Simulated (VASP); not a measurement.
# Cs (P6/mmm) in VASP: further runs, part 2 of 2

VASP 6.6.1. The steps go on from the part before.

### 3 Single point, r2SCAN (114.18 Å³/atom)

This run uses another cell than the first one, of 114.18 Å³/atom.

File POSCAR:

```
Cs
1.0
    8.7147397280      0.0000000000      0.0000000000
   -4.3573698640      7.5471859918      0.0000000000
    0.0000000000      0.0000000000      5.2080407476
Cs
3
Direct
    1.0000000000      1.0000000000      0.0000000000
    0.3333333333      0.6666666667      0.5000000000
    0.6666666667      0.3333333333      0.5000000000
```

File INCAR.step1:

```
ALGO = Normal
EDIFF = 1E-4
ENCUT = 520
GGA = PE
ISMEAR = -1
LASPH = T
LCHARG = F
LREAL = F
LWAVE = T
NBANDS = 20
NELM = 60
PREC = Accurate
SIGMA = 0.1
```

File INCAR.step2:

```
ALGO = Normal
EDIFF = 1E-6
ENCUT = 520
ISIF = 2
ISMEAR = -1
ISTART = 1
LASPH = T
LCHARG = T
LELF = T
LMIXTAU = T
LREAL = F
LVHAR = T
LWAVE = F
METAGGA = R2SCAN
NBANDS = 20
NELM = 60
PREC = Accurate
SIGMA = 0.1
```

File KPOINTS:

```
k-points
0
Gamma
  5 5 7
```

Potentials or basis: VASP PAW PBE potentials, release 64 (Cs_sv).

Launch:

```console
$ cat potpaw_PBE.64/Cs_sv/POTCAR > POTCAR
$ cp INCAR.step1 INCAR
$ mpirun -np 1 vasp_std > vasp.out
$ cp INCAR.step2 INCAR
$ mpirun -np 1 vasp_std > vasp.out
```

OUTCAR:

```text
EDIFF = 1E-6
   ENCUT = 520
   ISIF = 2
   ISMEAR = -1
   ISTART = 1
   LASPH = T
   LREAL = F
   METAGGA = R2SCAN
   NELM = 60
   PREC = Accurate

 ion  position               nearest neighbor table
   1  0.000  0.000  0.000-
   2  0.333  0.667  0.500-
   3  0.667  0.333  0.500-

  LATTYP: Found a hexagonal cell.
 ALAT       =     8.7147397280
 C/A-ratio  =     0.5976128846

  Lattice vectors:

 A1 = (   8.7147397280,   0.0000000000,   0.0000000000)
 A2 = (  -4.3573698640,   7.5471859918,   0.0000000000)
 A3 = (   0.0000000000,   0.0000000000,   5.2080407476)

Analysis of symmetry for initial positions (statically):
=====================================================================
 Subroutine PRICEL returns:
 Original cell was already a primitive cell.

 Routine SETGRP: Setting up the symmetry group for a
 hexagonal supercell.

 Subroutine GETGRP returns: Found 24 space group operations
 (whereof 24 operations were pure point group operations)
 out of a pool of 24 trial point group operations.

The static configuration has the point symmetry D_6h.

Analysis of symmetry for dynamics (positions and initial velocities):
=====================================================================
 Subroutine PRICEL returns:
 Original cell was already a primitive cell.

 Routine SETGRP: Setting up the symmetry group for a
 hexagonal supercell.

 Subroutine GETGRP returns: Found 24 space group operations
 (whereof 24 operations were pure point group operations)
 out of a pool of 24 trial point group operations.

The dynamic configuration has the point symmetry D_6h.
[... 97 lines left out ...]
   LREAL  =      F    real-space projection
[... 7 lines left out ...]
   TEBEG  =    0.0;   TEEND  =   0.0 temperature during run
   PSTRESS=    0.0 pullay stress
   NELECT =      27.0000    total number of electrons
   NUPDOWN=      -1.0000    fix difference up-down
   EMIN   =  10.00;   EMAX   =-10.00  energy-range for DOS
   EFERMI =   0.00;   METHOD = LEGACY
   ISMEAR =    -1;   SIGMA  =   0.10  broadening in eV -4-tet -1-fermi 0-gaus
   EFERMI_NEDOS =   21; number of points for ismear=-14 and -15
   IALGO  =     38    algorithm
   IMIX   =      4    mixing-type and parameters
     AMIX     =   0.40;   BMIX     =  1.00
     AMIX_MAG =   1.60;   BMIX_MAG =  1.00
  volume/ion in A,a.u.               =     114.18       770.53
  Fermi-wavevector in a.u.,A,eV,Ry     =   0.701926  1.326448  6.703596  0.492700
  Thomas-Fermi vector in A             =   1.786486
   LORBIT       =      0    0 simple, 1 ext, 2 COOP (PROOUT), +10 PAW based schemes
   METAGGA = R2SCAN    functional components
   LHFCALC =     F    Hartree Fock is set to
   AEXX    =    0.0000 exact exchange contribution
   IVDW    =     0    specifies the selected vdW correction
   LEPSILON=     F    determine dielectric tensor
   LRPA    =     F    only Hartree local field effects (RPA)
 non-spin polarized calculation
  energy-cutoff  :      520.00
  volume of cell :      342.54
 maximum number of plane-waves:      9242
 NGX is ok and might be reduce to    70
   NGX = 33   NGY = 33   NGZ = 19

 number of electron      26.9999997 magnetization

 Free energy of the ion-electron system (eV)
  ---------------------------------------------------
  ext. energy  EPLUGINS =         0.00000000
  ---------------------------------------------------
  free energy    TOTEN  =       -75.07812838 eV

  energy without entropy =      -74.96762093  energy(sigma->0) =      -75.02287465

 E-fermi :   0.5615     XC(G=0):  -5.6532

 val. band max:        0.5321763206   @ k =   0.2000   0.2000   0.1429
 cond. band min:       0.5675705541   @ k =   0.2000   0.2000   0.1429
 fundamental gap:      0.0353942336
 Fermi energy:         0.5615221135

 k-point     1 :       0.0000    0.0000    0.0000
  band No.  band energies     occupation
      1     -24.2841      2.00000
      2     -24.2743      2.00000
      3     -24.1461      2.00000
      4     -10.7712      2.00000
      5     -10.7712      2.00000
      6     -10.6818      2.00000
[... 449 lines left out ...]
     19       2.2951      0.00000
     20       2.7011      0.00000

------------------------ aborting loop because EDIFF is reached ----------------------------------------

  FORCE on cell =-STRESS in cart. coord.  units (eV):
  Direction    XX          YY          ZZ          XY          YZ          ZX
  --------------------------------------------------------------------------------------
  -------------------------------------------------------------------------------------
  Total        0.3614683      0.3614683      0.3152285      0.0000000     -0.0000000      0.0000000
  in kB        1.6907015      1.6907015      1.4744232      0.0000000     -0.0000000      0.0000000
  external PRESSURE =       1.6186087 kB  Pullay stress =       0.0000000 kB

 VOLUME and BASIS-vectors are now :
 -----------------------------------------------------------------------------
  energy-cutoff  :      520.00
  volume of cell :      342.54
      direct lattice vectors                 reciprocal lattice vectors
     8.714739728  0.000000000  0.000000000     0.114748120  0.066249858  0.000000000
    -4.357369864  7.547185992  0.000000000     0.000000000  0.132499716  0.000000000
     0.000000000  0.000000000  5.208040748     0.000000000  0.000000000  0.192010786

 POSITION                                       TOTAL-FORCE (eV/Angst)
 -----------------------------------------------------------------------------------
      0.00000      0.00000      0.00000         0.000000      0.000000      0.000000
     -0.00000      5.03146      2.60402         0.000000      0.000000      0.000000
      4.35737      2.51573      2.60402        -0.000000      0.000000      0.000000
 -----------------------------------------------------------------------------------
    total drift:                                0.000000     -0.000000     -0.000000

  FREE ENERGIE OF THE ION-ELECTRON SYSTEM (eV)
  ---------------------------------------------------
  free  energy   TOTEN  =       -75.0781283802 eV

  energy  without entropy=      -74.9676209280  energy(sigma->0) =      -75.02287465
```

OUTCAR.step1:

```text
EDIFF = 1E-4
   ENCUT = 520
   GGA = PE
   ISMEAR = -1
   LASPH = T
[... 678 lines left out ...]
      0.00000      0.00000      0.00000         0.000000      0.000000      0.000000
     -0.00000      5.03146      2.60402        -0.000000      0.000000      0.000000
      4.35737      2.51573      2.60402         0.000000     -0.000000     -0.000000
 -----------------------------------------------------------------------------------
    total drift:                                0.000000     -0.000000     -0.000000

  FREE ENERGIE OF THE ION-ELECTRON SYSTEM (eV)
  ---------------------------------------------------
  free  energy   TOTEN  =        -2.5902690620 eV

  energy  without entropy=       -2.4720794967  energy(sigma->0) =       -2.53117428
```

OSZICAR.step1:

```text
N       E                     dE             d eps       ncg     rms          rms(c)
DAV:   1     0.209031710324E+03    0.20903E+03   -0.87469E+03   800   0.968E+02
DAV:   2     0.278578632783E+02   -0.18117E+03   -0.17774E+03  1064   0.177E+02
DAV:   3    -0.195322422770E+01   -0.29811E+02   -0.29744E+02   944   0.755E+01
DAV:   4    -0.258046837680E+01   -0.62724E+00   -0.62668E+00   980   0.142E+01
DAV:   5    -0.258664203561E+01   -0.61737E-02   -0.61719E-02  1128   0.131E+00    0.230E-01
DAV:   6    -0.258757402542E+01   -0.93199E-03   -0.48247E-03  1044   0.316E-01    0.157E-01
DAV:   7    -0.258988914014E+01   -0.23151E-02   -0.97579E-03  1012   0.448E-01    0.660E-02
DAV:   8    -0.259026101921E+01   -0.37188E-03   -0.65289E-04   964   0.121E-01    0.129E-02
DAV:   9    -0.259026906199E+01   -0.80428E-05   -0.32265E-05   616   0.289E-02
   1 F= -.25902691E+01 E0= -.25311743E+01  d E =-.118190E+00
```

Wall time 11 min (1 thread of Intel Xeon Platinum 8488C (Sapphire Rapids), shared host); peak memory 0.51 GiB.

Results:

* Free energy: -75.0781 eV
* Pressure: 0.2 GPa
* Band gap on the k mesh: zero (an odd number of electrons rules out a gap without spin polarisation)

Levels at points of the mesh, in eV from the Fermi level:
```tsv
k point	band 10	band 11	band 12	band 13	band 14	band 15	band 16	band 17
(0.00, 0.00, 0.00)	-11.12	-11.12	-11.10	-1.78	0.83	0.85	0.85	0.88
```

Caveat: the PAW data sets were made with another functional, which shifts forces and pressure a little; spin-orbit coupling is left out, which moves the levels of the heavy elements.

The gap in the log of VASP goes by the Fermi energy; the results here count the filled bands.